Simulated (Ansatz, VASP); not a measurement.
**Si in VASP and in Ansatz**

INCAR

```
PREC = Accurate
ENCUT = 520
EDIFF = 1E-7
ISMEAR = -1
SIGMA = 0.05
LREAL = F
LASPH = T
NELM = 80
ALGO = Normal
ISIF = 2
LWAVE = F
LCHARG = F
GGA = CA
NBANDS = 11
```

File KPOINTS:

```
Automatic mesh
0
Gamma
  16 16 16
```

POSCAR

```
Si
1.0
   -2.2510000000      2.3685000000      1.2622500000
    2.2510000000     -2.3685000000      1.2622500000
    2.2510000000      2.3685000000     -1.2622500000
Si
2
Direct
    0.8070000000      0.5570000000      0.2500000000
    0.1930000000      0.4430000000      0.7500000000
```

Input for Ansatz:

```yaml
crystal:
  lattice:
    - [-2.251, 2.3685, 1.26225]
    - [2.251, -2.3685, 1.26225]
    - [2.251, 2.3685, -1.26225]
  atoms:
    - { symbol: Si, position: [0.807, 0.557, 0.25] }
    - { symbol: Si, position: [0.193, 0.443, 0.75] }
kpoints:
  mp_grid: { grid: [16, 16, 16] }
  band_path:
    path:
      - [0.0, 0.0, 0.0]
      - [0.5, -0.5, 0.5]
      - [0.4758105458, -0.4758105458, 0.5241894542]
      - [-0.4758105458, 0.4758105458, 0.4758105458]
      - [0.0, 0.0, 0.0]
      - [0.3210041919, 0.3210041919, -0.3210041919]
      - [0.6789958081, -0.3210041919, 0.3210041919]
      - [0.5, -0.5, 0.5]
      - [0.0, 0.0, 0.0]
    npoints: 5
scf:
  occupations: { method: fermi_dirac, width: 0.05 }
hamiltonian:
  xc: lda
  pseudopotentials: { kind: all_electron, lapw: { basis_error: 0.0005 } }
output:
  forces: true
  stress: true
  eigenvalues: true
```

Change from the starting cell: zz strain of -1 %.

Alike in both runs: task single point; functional LDA; k mesh 16 × 16 × 16; occupations fermi-dirac, width 0.05 eV; no spin polarisation.

|  | VASP | Ansatz |
| --- | --- | --- |
| version | VASP 6.6.1 | Ansatz 0.2.0 |
| potentials or method | VASP PAW LDA potentials, release 64 (Si), cutoff 520 eV | all-electron LAPW, scalar-relativistic |

|  | VASP | Ansatz | Ansatz less VASP |
| --- | --- | --- | --- |
| pressure (GPa) | 12.6 | 12.4 | -0.18 |
| traceless stress, the component that is largest in VASP (GPa) | -0.82 | -0.79 | +0.031 |

LDA's correlation is that of Perdew and Zunger in VASP and of Perdew and Wang (1992) in Ansatz. Ansatz ran all-electron here, and VASP with PAW potentials.
